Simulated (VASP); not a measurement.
## Si7O12: single point with PBEsol

System: Si7O12, a slab with vacuum.

```
Si O
1.0
     4.94748    0.00000    0.00000
     0.00000    5.44050    0.00000
     0.00000    0.00000   23.56950
Si O
7 12
Cartesian
  4.4791 2.3642 7.4021
  1.3409 0.8957 9.5201
  3.8309 4.5214 9.7470
  2.3658 2.7204 11.7847
  3.8309 0.9194 13.8225
  1.3409 4.5452 14.0494
  4.4791 3.0766 16.1674
  0.7681 1.5262 8.1352
  3.9417 3.3958 8.5848
  2.8180 0.2631 9.2482
  0.3429 5.1646 10.0334
  1.4262 2.0559 10.6484
  3.3014 3.8731 11.1323
  3.3014 1.5678 12.4372
  1.4262 3.3849 12.9211
  0.3429 0.2762 13.5361
  2.8180 5.1778 14.3213
  3.9417 2.0450 14.9847
  0.7681 3.9147 15.4343
```

```yaml
Program: VASP 6.6.1
Task: single point
Functional: PBEsol
Potentials_or_basis: VASP PAW PBE potentials, release 64 (Si, O)
Cutoff: 520 eV
k_mesh: 6 × 5 × 1
Occupations: gaussian, width 0.05 eV
Spin: no spin polarisation
```

| Property | Result |
| --- | --- |
| Largest force | 0.110 eV/Å |
| Band gap on the k mesh | 3.69 eV (least direct gap 3.78 eV) |

Forces on the atoms (eV/Å):
```
Si  -0.040 -0.010 -0.102
Si   0.012  0.010 -0.019
Si   0.019  0.002 -0.001
Si  -0.020  0.000  0.000
Si   0.019 -0.002  0.001
Si   0.012 -0.010  0.019
Si  -0.040  0.010  0.102
O    0.014  0.003 -0.020
O   -0.013 -0.015 -0.005
O    0.011  0.007 -0.012
O    0.016 -0.012  0.020
O   -0.017  0.005 -0.005
O    0.007  0.007  0.016
O    0.007 -0.007 -0.016
O   -0.017 -0.005  0.005
O    0.016  0.012 -0.020
O    0.011 -0.007  0.012
O   -0.013  0.015  0.005
O    0.014 -0.003  0.020
```

Levels at points of the mesh, in eV from the valence-band top:
```
           k point  band 47  band 48  band 49  band 50  band 51  band 52  band 53  band 54
(0.00, 0.00, 0.00)    -1.77    -1.66    -0.24    -0.18     3.82     3.84     4.67     5.52
(0.50, 0.00, 0.00)    -1.68    -1.54    -0.06    -0.04     3.82     3.83     5.87     6.06
```

Run time: 8.9 min on 1 thread of Intel(R) Xeon(R) 6975P-C (Granite Rapids), on a shared host, peak memory 0.73 GiB.

Caveat: the PAW data sets were made with another functional, which shifts forces and pressure a little.
